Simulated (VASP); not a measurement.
A run of VASP 6.6.1 is set up as follows.

Contents of INCAR:

```
PREC = Accurate ; ENCUT = 520
EDIFF = 1E-6 ; ISMEAR = -1
SIGMA = 0.05 ; LREAL = False
LASPH = True ; NELM = 80
ALGO = Normal ; ISIF = 2
LWAVE = False ; LCHARG = True
GGA = RP ; IVDW = 12
LELF = True ; LVHAR = True
NBANDS = 19
```

KPOINTS

```
regular mesh
0
Gamma
  8 8 4
```

POSCAR

```
TiTe2
1.0
    3.2393931529      0.0000000000      0.0000000000
   -1.6196965764      2.8053967632      0.0000000000
    0.0000000000      0.0000000000      5.9985376841
Te Ti
2 1
Direct
    0.3333333333      0.6666666667      0.6991257152
    0.6666666667      0.3333333333      0.3008742848
    0.0000000000      0.0000000000      0.0000000000
```

Potentials or basis: VASP PAW PBE potentials, release 64 (Te, Ti_sv).

Run with:

```console
$ cat potpaw_PBE.64/Te/POTCAR potpaw_PBE.64/Ti_sv/POTCAR > POTCAR
$ mpirun -np 1 vasp_std > vasp.out
```

Question: What does it give for the largest force?

Answer: 0.003 eV/Å.

Question: Estimate the band gap on the k mesh.

Answer: Zero (bands 12 and 13 overlap by 1.34 eV).

Question: Estimate the dispersion energy per atom.

Answer: -3.851 eV.

Question: What does it give for the pressure?

Answer: -0.2 GPa.

Forces on the atoms (eV/Å):
```
Te   0.000  0.000  0.003
Te   0.000  0.000 -0.003
Ti   0.000  0.000  0.000
```

Caveat: the PAW data sets were made with another functional, which shifts forces and pressure a little; spin-orbit coupling is left out, which moves the levels of the heavy elements.
